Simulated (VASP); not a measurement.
# Sn (Pm-3m) in VASP: notebook

Sn is run at these levels: r2SCAN; tasks: single point, relaxation of cell and atoms.

Everything below comes from runs of VASP 6.6.1. Logs are shortened: lines on timing, memory, paths and dates and some standing lists are left out, and cuts for length are marked.

### Step 1. The cell of the first run

Symmetry: Pm-3m, No. 221, cubic system. Conventional cell: a = 3.056 Å, b = 3.056 Å, c = 3.056 Å, α = 90.00°, β = 90.00°, γ = 90.00°. Sn (site symmetry m-3m) has 6 Sn at 3.06 Å within 4.0 Å.

### Step 2. Single point, r2SCAN

Contents of POSCAR:

```
Sn
1.0
    3.0561510194      0.0000000000      0.0000000000
    0.0000000000      3.0561510194      0.0000000000
    0.0000000000      0.0000000000      3.0561510194
Sn
1
Direct
    0.0000000000      0.0000000000      0.0000000000
```

Contents of INCAR.step1:

```
SYSTEM = Sn
  PREC = Accurate
  ENCUT = 520
  ISMEAR = 0
  SIGMA = 0.1
  LREAL = .False.
  LASPH = .True.
  NELM = 100
  NBANDS = 13
  GGA = PE
  ALGO = Normal
  EDIFF = 1E-4
  LWAVE = .True.
  LCHARG = .False.
```

Contents of INCAR.step2:

```
SYSTEM = Sn
  PREC = Accurate
  ENCUT = 520
  EDIFF = 1E-6
  ISMEAR = 0
  SIGMA = 0.1
  LREAL = .False.
  LASPH = .True.
  NELM = 100
  ALGO = Normal
  ISIF = 2
  LWAVE = .False.
  LCHARG = .False.
  METAGGA = R2SCAN
  LMIXTAU = .True.
  NBANDS = 13
  ISTART = 1
```

Contents of KPOINTS:

```
Automatic mesh
0
Gamma
  6 6 6
  0 0 0
```

Potentials or basis: VASP PAW PBE potentials, release 64 (Sn_d).

Started as:

```console
cat potpaw_PBE.64/Sn_d/POTCAR > POTCAR
cp INCAR.step1 INCAR
mpirun -np 1 vasp_std > vasp.out
cp INCAR.step2 INCAR
mpirun -np 1 vasp_std > vasp.out
```

OUTCAR:

```text
SYSTEM = Sn
   PREC = Accurate
   ENCUT = 520
   EDIFF = 1E-6
   ISMEAR = 0
   LREAL = .False.
   LASPH = .True.
   NELM = 100
   ISIF = 2
   METAGGA = R2SCAN
   ISTART = 1

 ion  position               nearest neighbor table
   1  0.000  0.000  0.000-

  LATTYP: Found a simple cubic cell.
 ALAT       =     3.0561510194

  Lattice vectors:

 A1 = (   3.0561510194,   0.0000000000,   0.0000000000)
 A2 = (   0.0000000000,   3.0561510194,   0.0000000000)
 A3 = (   0.0000000000,   0.0000000000,   3.0561510194)

Analysis of symmetry for initial positions (statically):
=====================================================================
 Subroutine PRICEL returns:
 Original cell was already a primitive cell.

 Routine SETGRP: Setting up the symmetry group for a
 simple cubic supercell.

 Subroutine GETGRP returns: Found 48 space group operations
 (whereof 48 operations were pure point group operations)
 out of a pool of 48 trial point group operations.

The static configuration has the point symmetry O_h .

Analysis of symmetry for dynamics (positions and initial velocities):
=====================================================================
 Subroutine PRICEL returns:
 Original cell was already a primitive cell.

 Routine SETGRP: Setting up the symmetry group for a
 simple cubic supercell.

 Subroutine GETGRP returns: Found 48 space group operations
 (whereof 48 operations were pure point group operations)
 out of a pool of 48 trial point group operations.

The dynamic configuration has the point symmetry O_h .

 Subroutine INISYM returns: Found 48 space group operations
 (whereof 48 operations are pure point group operations),
 and found     1 'primitive' translations

----------------------------------------------------------------------------------------

                                     Primitive cell

  volume of cell :      28.5446

  direct lattice vectors                    reciprocal lattice vectors
     3.056151019  0.000000000  0.000000000     0.327208961  0.000000000  0.000000000
     0.000000000  3.056151019  0.000000000     0.000000000  0.327208961  0.000000000
     0.000000000  0.000000000  3.056151019     0.000000000  0.000000000  0.327208961

  length of vectors
     3.056151019  3.056151019  3.056151019     0.327208961  0.327208961  0.327208961

  position of ions in fractional coordinates (direct lattice)
     0.000000000  0.000000000  0.000000000

  ion indices of the primitive-cell ions
   primitive index   ion index
                 1           1

----------------------------------------------------------------------------------------

 KPOINTS: Automatic mesh

Automatic generation of k-mesh.
 Grid dimensions read from file:
 generate k-points for:    6    6    6

 Generating k-lattice:

  Cartesian coordinates                     Fractional coordinates (reciprocal lattice)
     0.054534827  0.000000000  0.000000000     0.166666667  0.000000000  0.000000000
     0.000000000  0.054534827  0.000000000     0.000000000  0.166666667  0.000000000
     0.000000000  0.000000000  0.054534827     0.000000000  0.000000000  0.166666667

  Length of vectors
     0.054534827  0.054534827  0.054534827

  Shift w.r.t. Gamma in fractional coordinates (k-lattice)
     0.000000000  0.000000000  0.000000000

 Subroutine IBZKPT returns following result:
 ===========================================

 Found     20 irreducible k-points:

 Following reciprocal coordinates:
            Coordinates               Weight
  0.000000  0.000000  0.000000      1.000000
  0.166667  0.000000  0.000000      6.000000
  0.333333  0.000000  0.000000      6.000000
  0.500000  0.000000  0.000000      3.000000
  0.166667  0.166667  0.000000     12.000000
  0.333333  0.166667  0.000000     24.000000
[... 12 lines left out ...]
  0.500000  0.500000  0.333333      6.000000
  0.500000  0.500000  0.500000      1.000000
   k-points           NKPTS =     20   k-points in BZ     NKDIM =     20   number of bands    NBANDS=     13
   number of dos      NEDOS =    301   number of ions     NIONS =      1
   total plane-waves  NPLWV =  13824
   dimension x,y,z NGX =    24 NGY =   24 NGZ =   24
   dimension x,y,z NGXF=    48 NGYF=   48 NGZF=   48
   ions per type =               1
   NGX,Y,Z   is equivalent  to a cutoff of  13.06, 13.06, 13.06 a.u.
   NGXF,Y,Z  is equivalent  to a cutoff of  26.11, 26.11, 26.11 a.u.
 SYSTEM =  Sn
   PREC   = accura    normal or accurate (medium, high low for compatibility)
   ISTART =      1    job   : 0-new  1-cont  2-samecut
   ICHARG =      0    charge: 1-file 2-atom 10-const
   ISPIN  =      1    spin polarized calculation?
   LNONCOLLINEAR =      F non collinear calculations
   LSORBIT =      F    spin-orbit coupling
   LASPH  =      T    aspherical Exc in radial PAW
   ENCUT  =  520.0 eV  38.22 Ry    6.18 a.u.   5.68  5.68  5.68*2*pi/ulx,y,z
   NELM   =    100;   NELMIN=  2; NELMDL=  0     # of ELM steps
   EDIFF  = 0.1E-05   stopping-criterion for ELM
   LREAL  =      F    real-space projection
   EDIFFG = 0.1E-04   stopping-criterion for IOM
   NSW    =      0    number of steps for IOM
   IBRION =     -1    ionic relax: 0-MD 1-quasi-New 2-CG
   NFREE  =      0    steps in history (QN), initial steepest desc. (CG)
   ISIF   =      2    stress and relaxation
   ISYM   =      2    0-nonsym 1-usesym 2-fastsym
   POTIM  = 0.5000    time-step for ionic-motion
   TEBEG  =    0.0;   TEEND  =   0.0 temperature during run
   PSTRESS=    0.0 pullay stress
   NELECT =      14.0000    total number of electrons
   NUPDOWN=      -1.0000    fix difference up-down
   EMIN   =  10.00;   EMAX   =-10.00  energy-range for DOS
   EFERMI =   0.00;   METHOD = LEGACY
   ISMEAR =     0;   SIGMA  =   0.10  broadening in eV -4-tet -1-fermi 0-gaus
   EFERMI_NEDOS =   21; number of points for ismear=-14 and -15
   IALGO  =     38    algorithm
   IMIX   =      4    mixing-type and parameters
     AMIX     =   0.40;   BMIX     =  1.00
     AMIX_MAG =   1.60;   BMIX_MAG =  1.00
  volume/ion in A,a.u.               =      28.54       192.63
  Fermi-wavevector in a.u.,A,eV,Ry     =   1.291049  2.439729 22.678290  1.666807
  Thomas-Fermi vector in A             =   2.422843
   LORBIT       =      0    0 simple, 1 ext, 2 COOP (PROOUT), +10 PAW based schemes
   METAGGA = R2SCAN    functional components
   LHFCALC =     F    Hartree Fock is set to
   AEXX    =    0.0000 exact exchange contribution
   IVDW    =     0    specifies the selected vdW correction
   LEPSILON=     F    determine dielectric tensor
   LRPA    =     F    only Hartree local field effects (RPA)
 non-spin polarized calculation
 Gauss-broadening in eV      SIGMA  =   0.10
  energy-cutoff  :      520.00
  volume of cell :       28.54
 maximum number of plane-waves:       804
 NGX is ok and might be reduce to    24
   NGX = 11   NGY = 11   NGZ = 11

 number of electron      14.0000012 magnetization

 Free energy of the ion-electron system (eV)
  ---------------------------------------------------
  ext. energy  EPLUGINS =         0.00000000
  ---------------------------------------------------
  free energy    TOTEN  =       -24.59442416 eV

  energy without entropy =      -24.58868145  energy(sigma->0) =      -24.59155280

 E-fermi :   7.3549     XC(G=0): -10.8326

 val. band max:        7.2887729319   @ k =   0.5000   0.5000   0.5000
 cond. band min:       7.3979006073   @ k =   0.3333   0.3333   0.1667
 fundamental gap:      0.1091276754
 Fermi energy:         7.3548573336

 k-point     1 :       0.0000    0.0000    0.0000
  band No.  band energies     occupation
      1     -15.1133      2.00000
      2     -15.1133      2.00000
      3     -14.6776      2.00000
      4     -14.6776      2.00000
      5     -14.6776      2.00000
      6      -4.1309      2.00000
      7      12.8935      0.00000
      8      12.8935      0.00000
      9      12.8935      0.00000
     10      16.2656      0.00000
     11      16.2656      0.00000
     12      18.2954      0.00000
     13      28.3133      0.00000

 k-point     2 :       0.1667    0.0000    0.0000
  band No.  band energies     occupation
      1     -15.1079      2.00000
      2     -15.0289      2.00000
      3     -14.7060      2.00000
      4     -14.7060      2.00000
      5     -14.6753      2.00000
      6      -3.6588      2.00000
      7       9.0905      0.00000
      8      13.3924      0.00000
      9      13.3924      0.00000
     10      16.6199      0.00000
     11      17.7859      0.00000
     12      21.5945      0.00000
     13      25.6337      0.00000

 k-point     3 :       0.3333    0.0000    0.0000
  band No.  band energies     occupation
      1     -15.0972      2.00000
      2     -14.8598      2.00000
      3     -14.7622      2.00000
      4     -14.7622      2.00000
      5     -14.6707      2.00000
      6      -2.2814      2.00000
      7       4.7657      2.00000
      8      14.6840      0.00000
      9      14.6840      0.00000
     10      17.6905      0.00000
     11      18.7897      0.00000
     12      22.2768      0.00000
     13      23.1244      0.00000

 k-point     4 :       0.5000    0.0000    0.0000
  band No.  band energies     occupation
      1     -15.0918      2.00000
      2     -14.7900      2.00000
      3     -14.7900      2.00000
      4     -14.7752      2.00000
      5     -14.6684      2.00000
      6      -0.8743      2.00000
      7       2.3296      2.00000
      8      15.6575      0.00000
      9      15.6575      0.00000
     10      19.1693      0.00000
     11      19.7040      0.00000
     12      20.0003      0.00000
     13      21.3869      0.00000

 k-point     5 :       0.1667    0.1667    0.0000
  band No.  band energies     occupation
      1     -15.0643      2.00000
      2     -14.9813      2.00000
      3     -14.7371      2.00000
      4     -14.7044      2.00000
      5     -14.7025      2.00000
      6      -3.1878      2.00000
      7       9.2520      0.00000
      8       9.8883      0.00000
      9      13.8966      0.00000
     10      17.5171      0.00000
     11      21.1673      0.00000
     12      21.2784      0.00000
     13      23.2469      0.00000
[... 193 lines left out ...]
 k-point    18 :       0.5000    0.3333    0.3333
  band No.  band energies     occupation
      1     -14.8943      2.00000
      2     -14.8899      2.00000
      3     -14.8535      2.00000
      4     -14.6866      2.00000
      5     -14.5935      2.00000
      6       2.8460      2.00000
      7       5.5752      2.00000
      8       8.5215      0.00000
      9      10.3664      0.00000
     10      13.2970      0.00000
     11      14.2151      0.00000
     12      17.0116      0.00000
     13      19.4662      0.00000

 k-point    19 :       0.5000    0.5000    0.3333
  band No.  band energies     occupation
      1     -14.9287      2.00000
      2     -14.8872      2.00000
      3     -14.8872      2.00000
      4     -14.6387      2.00000
      5     -14.5413      2.00000
      6       4.5293      2.00000
      7       6.4502      2.00000
      8       6.4502      2.00000
      9      10.7244      0.00000
     10      11.9873      0.00000
     11      15.0894      0.00000
     12      15.0894      0.00000
     13      17.3382      0.00000

 k-point    20 :       0.5000    0.5000    0.5000
  band No.  band energies     occupation
      1     -14.9232      2.00000
      2     -14.9232      2.00000
      3     -14.9232      2.00000
      4     -14.5394      2.00000
      5     -14.5394      2.00000
      6       6.8262      2.00000
      7       7.2888      1.64999
      8       7.2888      1.64999
      9       7.2888      1.64999
     10      13.4363      0.00000
     11      13.4363      0.00000
     12      13.4363      0.00000
     13      15.0080      0.00000

------------------------ aborting loop because EDIFF is reached ----------------------------------------

  FORCE on cell =-STRESS in cart. coord.  units (eV):
  Direction    XX          YY          ZZ          XY          YZ          ZX
  --------------------------------------------------------------------------------------
  -------------------------------------------------------------------------------------
  Total       -0.0394616     -0.0394616     -0.0394616      0.0000000      0.0000000      0.0000000
  in kB       -2.2149332     -2.2149332     -2.2149332      0.0000000      0.0000000      0.0000000
  external PRESSURE =      -2.2149332 kB  Pullay stress =       0.0000000 kB

 VOLUME and BASIS-vectors are now :
 -----------------------------------------------------------------------------
  energy-cutoff  :      520.00
  volume of cell :       28.54
      direct lattice vectors                 reciprocal lattice vectors
     3.056151019  0.000000000  0.000000000     0.327208961  0.000000000  0.000000000
     0.000000000  3.056151019  0.000000000     0.000000000  0.327208961  0.000000000
     0.000000000  0.000000000  3.056151019     0.000000000  0.000000000  0.327208961

 POSITION                                       TOTAL-FORCE (eV/Angst)
 -----------------------------------------------------------------------------------
      0.00000      0.00000      0.00000         0.000000      0.000000      0.000000
 -----------------------------------------------------------------------------------
    total drift:                               -0.000000     -0.000000     -0.000000

  FREE ENERGIE OF THE ION-ELECTRON SYSTEM (eV)
  ---------------------------------------------------
  free  energy   TOTEN  =       -24.5944241583 eV

  energy  without entropy=      -24.5886814482  energy(sigma->0) =      -24.59155280
```

Wall time 25 s (1 thread of AMD EPYC 7R43 (Zen 3), shared host); peak memory 0.1 GiB.

What came out:

```yaml
Free_energy: -24.5944 eV
Pressure: -0.2 GPa
Band_gap_on_the_k_mesh: zero (band 7 reaches 12.89 eV, above the bottom of band 8 at 4.84 eV)
```

Caveat: the PAW data sets were made with another functional, which shifts forces and pressure a little; spin-orbit coupling is left out, which moves the levels of the heavy elements.

### Step 3. Relaxation of cell and atoms, r2SCAN

This run uses another cell than the first one, of 37.12 Å³/atom, 1.300 times its volume.

Contents of POSCAR:

```
Sn
1.0
    3.3357285829      0.0000000000      0.0000000000
    0.0000000000      3.3357285829      0.0000000000
    0.0000000000      0.0000000000      3.3357285829
Sn
1
Direct
    0.0000000000      0.0000000000      0.0000000000
```

Contents of INCAR.step1:

```
PREC     = Accurate       # precision mode
ENCUT    = 600            # plane-wave cutoff, eV
ISMEAR   = 0              # smearing method
SIGMA    = 0.1            # smearing width, eV
LREAL    = False          # projectors in reciprocal space
LASPH    = True           # aspherical terms in the spheres
NELM     = 100            # most SCF steps
GGA      = PE             # functional
ALGO     = Normal         # electronic algorithm
EDIFF    = 1E-4           # SCF threshold, eV
LWAVE    = True           # write WAVECAR
LCHARG   = False          # write CHGCAR
```

Contents of INCAR.step2:

```
PREC     = Accurate       # precision mode
ENCUT    = 600            # plane-wave cutoff, eV
EDIFF    = 1E-7           # SCF threshold, eV
ISMEAR   = 0              # smearing method
SIGMA    = 0.1            # smearing width, eV
LREAL    = False          # projectors in reciprocal space
LASPH    = True           # aspherical terms in the spheres
NELM     = 100            # most SCF steps
ALGO     = Normal         # electronic algorithm
ISIF     = 3              # what is computed and relaxed
LWAVE    = False          # write WAVECAR
LCHARG   = False          # write CHGCAR
METAGGA  = R2SCAN         # meta-GGA
LMIXTAU  = True         
IBRION   = 2              # ionic algorithm
NSW      = 90             # ionic steps
EDIFFG   = -0.04          # ionic threshold
ISTART   = 1
```

Contents of KPOINTS:

```
regular mesh
0
Gamma
  6 6 6
```

Potentials or basis: VASP PAW PBE potentials, release 64 (Sn_d).

Started as:

```console
cat potpaw_PBE.64/Sn_d/POTCAR > POTCAR
cp INCAR.step1 INCAR
mpirun -np 1 vasp_std > vasp.out
cp INCAR.step2 INCAR
mpirun -np 1 vasp_std > vasp.out
```

Wall time 85 s (1 thread of AMD EPYC 7R43 (Zen 3), shared host); peak memory 0.12 GiB.

The run converged. Its results:

```
Free energy                            : -24.5962 eV
Relaxed volume                         : 28.45 Å³/atom
Relaxed cell                           : a = 3.053 Å, b = 3.053 Å, c = 3.053 Å, α = 90.00°, β = 90.00°, γ = 90.00°
Space group after relaxing (to 0.05 Å) : Pm-3m (No. 221)
Energy gained by relaxing              : 264.8 meV/atom
Ionic steps                            : 2
Pressure after relaxing                : 0.0 GPa
Band gap on the k mesh                 : zero (band 7 reaches 12.95 eV, above the bottom of band 8 at 4.87 eV)
```

Step by step:
```csv
step,energy change (eV),largest force (eV/Å),pressure (GPa),volume (Å³)
1,0.0000,0.0000,-7.59,37.12
2,-0.2648,0.0000,0.04,28.45
```

Final structure:
```cif
data_structure
_symmetry_space_group_name_H-M 'P 1'
_symmetry_Int_Tables_number 1
_cell_length_a 3.0528
_cell_length_b 3.0528
_cell_length_c 3.0528
_cell_angle_alpha 90.000
_cell_angle_beta 90.000
_cell_angle_gamma 90.000
_cell_volume 28.45
loop_
_atom_site_label
_atom_site_type_symbol
_atom_site_fract_x
_atom_site_fract_y
_atom_site_fract_z
_atom_site_occupancy
Sn1 Sn 0.00000 0.00000 0.00000 1
```

Levels at points of the mesh, in eV from the Fermi level:
| k point | band 3 | band 4 | band 5 | band 6 | band 7 | band 8 | band 9 | band 10 | band 11 |
| --- | --- | --- | --- | --- | --- | --- | --- | --- | --- |
| (0.00, 0.00, 0.00) | -22.04 | -22.04 | -22.04 | -11.51 | 5.55 | 5.55 | 5.55 | 8.92 | 8.92 |
| (0.50, 0.00, 0.00) | -22.15 | -22.13 | -22.03 | -8.24 | -5.05 | 8.33 | 8.33 | 11.84 | 12.36 |
| (0.50, 0.50, 0.00) | -22.14 | -22.14 | -21.90 | -4.70 | -2.53 | -2.53 | 3.02 | 11.41 | 14.97 |
| (0.50, 0.50, 0.50) | -22.28 | -21.90 | -21.90 | -0.50 | -0.07 | -0.07 | -0.07 | 6.08 | 6.08 |

Caveat: the volume moved by over 15 % at a fixed basis, so the end points are rough; the PAW data sets were made with another functional, which shifts forces and pressure a little; spin-orbit coupling is left out, which moves the levels of the heavy elements.
